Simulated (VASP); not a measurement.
# Rh (Immm) in VASP: a series of runs

Rh is run at these levels: LDA; tasks: single point.

All numbers are computed with VASP 6.6.1; they aren't measurements. Logs are shortened: lines on timing, memory, paths and dates and some standing lists are left out, and cuts for length are marked.

### 1 The cell of the first run

Symmetry: Immm, No. 71, orthorhombic system. The conventional cell has a = 2.292 Å, b = 3.088 Å, c = 3.754 Å, α = 90.00°, β = 90.00°, γ = 90.00°. Rh (site symmetry mmm) has 12 Rh at 2.29 to 3.09 Å within 3.1 Å.

### 2 Single point, LDA

INCAR

```
SYSTEM = Rh
  PREC = Accurate
  ENCUT = 520
  EDIFF = 1E-6
  ISMEAR = 0
  SIGMA = 0.15
  LREAL = .FALSE.
  LASPH = .TRUE.
  NELM = 100
  ALGO = Fast
  ISIF = 2
  LWAVE = .FALSE.
  LCHARG = .FALSE.
  GGA = CA
  NBANDS = 14
```

KPOINTS

```
regular mesh
0
G
  20 20 20
  0 0 0
```

POSCAR

```
Rh
1.0
   -0.2815552893      1.9019998307      1.8770352617
    1.9019998307     -0.2815552893      1.8770352617
    1.6204445414      1.6204445414      0.0000000000
Rh
1
Direct
    0.0000000000      0.0000000000      0.0000000000
```

Potentials or basis: VASP PAW LDA potentials, release 64 (Rh_pv).

Command:

```sh
> cat potpaw_LDA.64/Rh_pv/POTCAR > POTCAR
> mpirun -np 1 vasp_std > vasp.out
```

OUTCAR:

```text
SYSTEM = Rh
   PREC = Accurate
   ENCUT = 520
   EDIFF = 1E-6
   ISMEAR = 0
   LREAL = .FALSE.
   LASPH = .TRUE.
   NELM = 100
   ISIF = 2
   GGA = CA

 ion  position               nearest neighbor table
   1  0.000  0.000  0.000-

  LATTYP: Found a body centered orthorhombic cell.
 ALAT       =     2.2916546475
 B/A-ratio  =     1.3475037647
 C/A-ratio  =     1.6381484564

  Lattice vectors:

 A1 = (   0.2815552893,  -1.9019998307,  -1.8770352617)
 A2 = (  -0.2815552893,   1.9019998307,  -1.8770352617)
 A3 = (   1.9019998307,  -0.2815552893,   1.8770352617)

Analysis of symmetry for initial positions (statically):
=====================================================================
 Subroutine PRICEL returns:
 Original cell was already a primitive cell.

 Routine SETGRP: Setting up the symmetry group for a
 body centered orthorhombic supercell.

 Subroutine GETGRP returns: Found  8 space group operations
 (whereof  8 operations were pure point group operations)
 out of a pool of  8 trial point group operations.

The static configuration has the point symmetry D_2h.

Analysis of symmetry for dynamics (positions and initial velocities):
=====================================================================
 Subroutine PRICEL returns:
 Original cell was already a primitive cell.

 Routine SETGRP: Setting up the symmetry group for a
 body centered orthorhombic supercell.

 Subroutine GETGRP returns: Found  8 space group operations
 (whereof  8 operations were pure point group operations)
 out of a pool of  8 trial point group operations.

The dynamic configuration has the point symmetry D_2h.

 Subroutine INISYM returns: Found  8 space group operations
 (whereof  8 operations are pure point group operations),
 and found     1 'primitive' translations

----------------------------------------------------------------------------------------

                                     Primitive cell

  volume of cell :      13.2831

  direct lattice vectors                    reciprocal lattice vectors
    -0.281555289  1.901999831  1.877035262    -0.228984373  0.228984373  0.266377521
     1.901999831 -0.281555289  1.877035262     0.228984373 -0.228984373  0.266377521
     1.620444541  1.620444541  0.000000000     0.308557305  0.308557305 -0.266377521

  length of vectors
     2.687031468  2.687031468  2.291654648     0.419314524  0.419314524  0.511245738

  position of ions in fractional coordinates (direct lattice)
     0.000000000  0.000000000  0.000000000

  ion indices of the primitive-cell ions
   primitive index   ion index
                 1           1

----------------------------------------------------------------------------------------

 KPOINTS: regular mesh

Automatic generation of k-mesh.
 Grid dimensions read from file:
 generate k-points for:   20   20   20

 Generating k-lattice:

  Cartesian coordinates                     Fractional coordinates (reciprocal lattice)
    -0.011449219  0.011449219  0.013318876     0.050000000  0.000000000  0.000000000
     0.011449219 -0.011449219  0.013318876     0.000000000  0.050000000  0.000000000
     0.015427865  0.015427865 -0.013318876    -0.000000000 -0.000000000  0.050000000

  Length of vectors
     0.020965726  0.020965726  0.025562287

  Shift w.r.t. Gamma in fractional coordinates (k-lattice)
     0.000000000  0.000000000  0.000000000

 Subroutine IBZKPT returns following result:
 ===========================================

 Found   1166 irreducible k-points:

 Following reciprocal coordinates:
            Coordinates               Weight
  0.000000  0.000000  0.000000      1.000000
  0.050000  0.000000  0.000000      4.000000
  0.100000  0.000000  0.000000      4.000000
  0.150000  0.000000  0.000000      4.000000
  0.200000  0.000000  0.000000      4.000000
  0.250000  0.000000  0.000000      4.000000
[... 16 lines left out ...]
 -0.400000  0.050000  0.000000      4.000000
 -0.350000  0.050000  0.000000      4.000000
 [... further k-points ...]
   k-points           NKPTS =   1166   k-points in BZ     NKDIM =   1166   number of bands    NBANDS=     14
   number of dos      NEDOS =    301   number of ions     NIONS =      1
   total plane-waves  NPLWV =   7200
   dimension x,y,z NGX =    20 NGY =   20 NGZ =   18
   dimension x,y,z NGXF=    40 NGYF=   40 NGZF=   36
   ions per type =               1
   NGX,Y,Z   is equivalent  to a cutoff of  12.37, 12.37, 13.06 a.u.
   NGXF,Y,Z  is equivalent  to a cutoff of  24.75, 24.75, 26.12 a.u.
 SYSTEM =  Rh
   PREC   = accura    normal or accurate (medium, high low for compatibility)
   ISTART =      0    job   : 0-new  1-cont  2-samecut
   ICHARG =      2    charge: 1-file 2-atom 10-const
   ISPIN  =      1    spin polarized calculation?
   LNONCOLLINEAR =      F non collinear calculations
   LSORBIT =      F    spin-orbit coupling
   LASPH  =      T    aspherical Exc in radial PAW
   ENCUT  =  520.0 eV  38.22 Ry    6.18 a.u.   5.00  5.00  4.26*2*pi/ulx,y,z
   NELM   =    100;   NELMIN=  2; NELMDL= -5     # of ELM steps
   EDIFF  = 0.1E-05   stopping-criterion for ELM
   LREAL  =      F    real-space projection
   EDIFFG = 0.1E-04   stopping-criterion for IOM
   NSW    =      0    number of steps for IOM
   IBRION =     -1    ionic relax: 0-MD 1-quasi-New 2-CG
   NFREE  =      0    steps in history (QN), initial steepest desc. (CG)
   ISIF   =      2    stress and relaxation
   ISYM   =      2    0-nonsym 1-usesym 2-fastsym
   POTIM  = 0.5000    time-step for ionic-motion
   TEBEG  =    0.0;   TEEND  =   0.0 temperature during run
   PSTRESS=    0.0 pullay stress
   NELECT =      15.0000    total number of electrons
   NUPDOWN=      -1.0000    fix difference up-down
   EMIN   =  10.00;   EMAX   =-10.00  energy-range for DOS
   EFERMI =   0.00;   METHOD = LEGACY
   ISMEAR =     0;   SIGMA  =   0.15  broadening in eV -4-tet -1-fermi 0-gaus
   EFERMI_NEDOS =   21; number of points for ismear=-14 and -15
   IALGO  =     68    algorithm
   IMIX   =      4    mixing-type and parameters
     AMIX     =   0.40;   BMIX     =  1.00
     AMIX_MAG =   1.60;   BMIX_MAG =  1.00
  volume/ion in A,a.u.               =      13.28        89.64
  Fermi-wavevector in a.u.,A,eV,Ry     =   1.704793  3.221592 39.542875  2.906319
  Thomas-Fermi vector in A             =   2.784131
   LORBIT       =      0    0 simple, 1 ext, 2 COOP (PROOUT), +10 PAW based schemes
   GGA     = CA    functional components
   LHFCALC =     F    Hartree Fock is set to
   AEXX    =    0.0000 exact exchange contribution
   IVDW    =     0    specifies the selected vdW correction
   LEPSILON=     F    determine dielectric tensor
   LRPA    =     F    only Hartree local field effects (RPA)
 non-spin polarized calculation
 RMM-DIIS sequential band-by-band and
 Gauss-broadening in eV      SIGMA  =   0.15
  energy-cutoff  :      520.00
  volume of cell :       13.28
 maximum number of plane-waves:       372
   NGX =  9   NGY =  9   NGZ =  9

 number of electron      14.9999997 magnetization

 Free energy of the ion-electron system (eV)
  ---------------------------------------------------
  ext. energy  EPLUGINS =         0.00000000
  ---------------------------------------------------
  free energy    TOTEN  =        -7.94176765 eV

  energy without entropy =       -7.92279649  energy(sigma->0) =       -7.93228207

 E-fermi :  12.2432     XC(G=0): -14.4978

 val. band max:       12.2431960047   @ k =  -0.2000   0.1500   0.0000
 cond. band min:      12.2434185522   @ k =   0.4000   0.4000   0.3000
 fundamental gap:      0.0002225475
 Fermi energy:        12.2432170961

 k-point     1 :       0.0000    0.0000    0.0000
  band No.  band energies     occupation
      1     -33.8152      2.00000
      2     -33.7892      2.00000
      3     -33.6475      2.00000
      4       4.1748      2.00000
      5       7.2102      2.00000
      6       7.5057      2.00000
      7      11.3343      2.00000
      8      12.0643      1.90833
      9      12.1369      1.68390
     10      27.5491      0.00000
     11      29.8785      0.00000
     12      32.8176      0.00000
     13      35.2419      0.00000
     14      39.3236      0.00000

 k-point     2 :       0.0500    0.0000    0.0000
  band No.  band energies     occupation
      1     -33.8258      2.00000
      2     -33.7952      2.00000
      3     -33.6494      2.00000
      4       4.2578      2.00000
      5       7.1978      2.00000
      6       7.5339      2.00000
      7      11.3574      2.00000
      8      12.0715      1.89454
      9      12.1002      1.82231
     10      27.6042      0.00000
     11      29.7495      0.00000
     12      32.8172      0.00000
     13      35.1196      0.00000
     14      39.5812      0.00000

 k-point     3 :       0.1000    0.0000    0.0000
  band No.  band energies     occupation
      1     -33.8712      2.00000
      2     -33.7981      2.00000
      3     -33.6549      2.00000
      4       4.4945      2.00000
      5       7.1663      2.00000
      6       7.6220      2.00000
      7      11.4124      2.00000
      8      12.0002      1.97806
      9      12.1062      1.80366
     10      27.6384      0.00000
     11      29.4460      0.00000
     12      32.8171      0.00000
     13      35.0139      0.00000
     14      39.7234      0.00000
[... 324 lines left out ...]
 k-point    23 :      -0.4000    0.0500    0.0000
  band No.  band energies     occupation
      1     -34.4228      2.00000
      2     -33.7976      2.00000
      3     -33.7194      2.00000
      4       5.6355      2.00000
      5       7.5173      2.00000
      6      10.6549      2.00000
      7      11.3029      2.00000
      8      11.9414      1.99557
      9      13.4654      0.00000
     10      20.4791      0.00000
     11      29.1412      0.00000
     12      32.8167      0.00000
     13      33.4154      0.00000
     14      39.8131      0.00000

 k-point    24 :      -0.3500    0.0500    0.0000
  band No.  band energies     occupation
      1     -34.3507      2.00000
      2     -33.8023      2.00000
      3     -33.7106      2.00000
      4       5.6735      2.00000
      5       7.4592      2.00000
      6       9.9588      2.00000
      7      11.3480      2.00000
      8      11.7891      1.99998
      9      13.2131      0.00000
     10      21.7039      0.00000
     11      29.3279      0.00000
     12      32.8167      0.00000
     13      33.9718      0.00000
     14      38.6747      0.00000

 [... further k-points ...]

------------------------ aborting loop because EDIFF is reached ----------------------------------------

  FORCE on cell =-STRESS in cart. coord.  units (eV):
  Direction    XX          YY          ZZ          XY          YZ          ZX
  --------------------------------------------------------------------------------------
  -------------------------------------------------------------------------------------
  Total        3.4321305      3.4321305     -0.3652488      4.7594742      0.0000000      0.0000000
  in kB      413.9745235    413.9745235    -44.0553484    574.0752165      0.0000000      0.0000000
  external PRESSURE =     261.2978995 kB  Pullay stress =       0.0000000 kB

 VOLUME and BASIS-vectors are now :
 -----------------------------------------------------------------------------
  energy-cutoff  :      520.00
  volume of cell :       13.28
      direct lattice vectors                 reciprocal lattice vectors
    -0.281555289  1.901999831  1.877035262    -0.228984373  0.228984373  0.266377521
     1.901999831 -0.281555289  1.877035262     0.228984373 -0.228984373  0.266377521
     1.620444541  1.620444541  0.000000000     0.308557305  0.308557305 -0.266377521

 POSITION                                       TOTAL-FORCE (eV/Angst)
 -----------------------------------------------------------------------------------
      0.00000      0.00000      0.00000         0.000000      0.000000      0.000000
 -----------------------------------------------------------------------------------
    total drift:                               -0.000000     -0.000000     -0.000000

  FREE ENERGIE OF THE ION-ELECTRON SYSTEM (eV)
  ---------------------------------------------------
  free  energy   TOTEN  =        -7.9417676452 eV

  energy  without entropy=       -7.9227964852  energy(sigma->0) =       -7.93228207
```

Wall time 3.7 min (1 thread of AMD EPYC 7R43 (Zen 3), shared host); peak memory 0.25 GiB.

What came out:

```
Free energy            : -7.9418 eV
Pressure               : 26.1 GPa
Band gap on the k mesh : zero (an odd number of electrons rules out a gap without spin polarisation)
```

Levels at points of the mesh, in eV from the Fermi level:
| k point | band 4 | band 5 | band 6 | band 7 | band 8 | band 9 | band 10 | band 11 |
| --- | --- | --- | --- | --- | --- | --- | --- | --- |
| (0.00, 0.00, 0.00) | -8.07 | -5.03 | -4.74 | -0.91 | -0.18 | -0.11 | 15.31 | 17.64 |
| (0.50, 0.00, 0.00) | -6.68 | -4.68 | -1.02 | -0.70 | -0.43 | 1.46 | 7.11 | 16.81 |
| (0.50, 0.50, 0.00) | -7.07 | -6.30 | 1.22 | 1.40 | 1.45 | 3.45 | 8.46 | 12.87 |
| (0.00, 0.00, 0.50) | -6.52 | -5.10 | -1.79 | 0.23 | 1.67 | 2.73 | 11.96 | 14.90 |
| (0.50, 0.00, 0.50) | -6.67 | -6.30 | -0.10 | 0.69 | 1.99 | 3.99 | 13.49 | 13.74 |

Caveat: the stress differs along the axes, from -4 to 41 GPa.

### 3 Single point, LDA

This run uses another cell than the first one, of 13.45 Å³/atom.

INCAR

```
PREC = Accurate ; ENCUT = 520
EDIFF = 1E-6 ; ISMEAR = 0
SIGMA = 0.15 ; LREAL = F
LASPH = T ; NELM = 80
ALGO = Fast ; ISIF = 2
LWAVE = F ; LCHARG = F
NBANDS = 14
```

KPOINTS

```
regular mesh
0
Gamma
  20 20 20
```

POSCAR

```
Rh
1.0
   -0.1877035262      1.9019998307      1.8770352617
    1.9019998307     -0.1877035262      1.8770352617
    1.7142963045      1.7142963045      0.0000000000
Rh
1
Direct
    0.0000000000      0.0000000000      0.0000000000
```

Potentials or basis: VASP PAW LDA potentials, release 64 (Rh_pv).

Command:

```sh
> cat potpaw_LDA.64/Rh_pv/POTCAR > POTCAR
> mpirun -np 1 vasp_std > vasp.out
```

Run time: 3.9 min. Hardware: 1 thread of AMD EPYC 7R43 (Zen 3), shared host; peak memory 0.25 GiB.

It converged, with:

| Property | Result |
| --- | --- |
| Free energy | -8.3662 eV |
| Pressure | 7.1 GPa |
| Band gap on the k mesh | zero (an odd number of electrons rules out a gap without spin polarisation) |

Stress tensor (GPa, compression positive):
```
13.81 37.42  0.00
37.42 13.81  0.00
 0.00  0.00 -6.26
```

Levels at points of the mesh, in eV from the Fermi level:
| k point | band 5 | band 6 | band 7 | band 8 | band 9 | band 10 |
| --- | --- | --- | --- | --- | --- | --- |
| (0.00, 0.00, 0.00) | -4.26 | -4.02 | -1.77 | -0.66 | -0.39 | 15.65 |
| (0.50, 0.00, 0.00) | -4.12 | -1.87 | -0.25 | -0.11 | 1.12 | 7.57 |
| (0.50, 0.50, 0.00) | -6.20 | 0.89 | 1.19 | 1.28 | 3.45 | 9.85 |
| (0.00, 0.00, 0.50) | -4.46 | -2.22 | 0.37 | 1.36 | 1.94 | 10.67 |
| (0.50, 0.00, 0.50) | -6.13 | 0.12 | 0.92 | 1.64 | 3.53 | 12.84 |

Caveat: the stress differs along the axes, from -6 to 14 GPa.
